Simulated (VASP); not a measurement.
# H14C4O: single point with PBE

The system is H14C4O.

```xyz
38
Lattice="7.5361 0.0000 0.0000 0.0000 7.5361 0.0000 0.0000 0.0000 7.5361" Properties=species:S:1:pos:R:3 pbc="T T T"
O     5.0300    8.4248    5.9146
O     5.4263    2.6702    8.2309
H     5.0521    7.4519    6.0716
H     5.7356    8.5154    5.2220
H     4.8146    3.4023    8.1423
H     5.4064    2.1824    7.3537
H     2.0917   -0.0264    1.3326
H     1.0711    0.8666    2.4515
H     0.4608   -0.2435    1.2317
H    -0.0587    2.1174    0.4503
H     1.7247    2.2878    0.4594
H     1.1611    1.2096   -0.7066
H     5.9516    5.0313    5.6035
H     4.6825    3.9803    5.0066
H     6.1704    4.0827    4.1839
H     4.2849    5.7553    3.0748
H     4.0508    6.2682    4.7994
H     5.5849    6.6745    3.8268
H     3.3873    4.8044    9.0696
H     4.3213    5.0602    7.5466
H     3.3769    6.4134    8.2528
H     2.0798    5.4089    6.2346
H     2.4337    3.7558    6.9206
H     1.1701    4.8604    7.7573
H     0.3782    4.3519    2.2600
H     0.5512    5.1280    3.8725
H     1.8084    5.4100    2.6708
H     2.6331    3.8981    4.2714
H     1.2035    2.9198    4.4415
H     2.2764    2.8098    2.9104
C     1.1579    0.5253    1.4279
C     0.9125    1.5844    0.3090
C     5.5157    4.6685    4.7203
C     4.8584    5.8810    4.0619
C     3.3807    5.3020    8.0999
C     2.2095    4.7734    7.1523
C     1.0912    4.7390    3.0719
C     1.8237    3.5101    3.6432
```

| Quantity | Value |
| --- | --- |
| Program | VASP 6.6.1 |
| Task | single point |
| Functional | PBE |
| Potentials or basis | VASP PAW PBE potentials, release 64 (O, H, C) |
| Cutoff | 520 eV |
| k mesh | 1 × 1 × 1 |
| Occupations | fermi-dirac, width 0.05 eV |
| Spin | no spin polarisation |
| Dipole correction | no |
| Further INCAR settings | LREAL = Auto; ALGO = Normal; EDIFF = 1e-07; NBANDS = 61 |

* Pressure: -0.2 GPa
* Largest force: 3.699 eV/Å
* Band gap on the k mesh: 4.96 eV

Forces on the atoms (eV/Å):
```
O    0.931 -0.329 -0.462
O    0.500 -0.980 -0.688
H   -0.177  0.592  0.087
H   -0.677  0.122  0.520
H   -0.436  0.462 -0.116
H   -0.245  0.338  0.871
H    0.531  0.444 -0.058
H   -0.191  0.389  0.268
H   -1.328 -1.202  0.311
H    0.635 -0.501 -0.438
H    0.034  0.725  0.019
H   -0.745 -0.204  0.268
H    0.979  0.217  1.549
H    0.465  0.189  0.092
H    1.729 -1.000 -1.597
H    0.813 -0.335  1.255
H    1.163 -0.256 -1.104
H   -0.054  0.079  0.204
H   -0.027 -0.147  0.025
H   -0.146  0.257  0.452
H   -0.054 -0.814 -0.095
H    0.333 -0.543  0.612
H   -0.183 -0.816 -0.435
H    2.096 -0.425 -1.378
H    0.662  0.860  0.882
H   -1.100  1.255  1.203
H    0.412  0.930 -0.445
H    0.346 -0.104 -0.012
H    0.642  0.712 -1.593
H   -0.351  0.294  0.230
C   -0.096  0.229 -1.425
C    1.051 -0.047  1.179
C   -3.520  0.381  0.121
C   -1.560  0.491 -0.552
C   -0.318  0.243 -1.866
C   -1.393  2.425  2.190
C   -0.473 -3.291 -1.621
C   -0.246 -0.637  1.550
```

Stress tensor (GPa, compression positive):
```
-0.29  0.23 -0.07
 0.23  1.27  0.56
-0.07  0.56 -1.44
```

Levels at points of the mesh, in eV from the valence-band top:
```
           k point  band 34  band 35  band 36  band 37  band 38  band 39
(0.00, 0.00, 0.00)    -0.95    -0.82     0.00     4.96     6.78     6.94
```

Wall time 2.5 min on 1 thread of Intel Xeon 8259CL, with other jobs on the host, peak memory 0.39 GiB.

Caveat: the k points lie up to 0.83 Å⁻¹ apart; the atoms stand as in a frame of molecular dynamics.
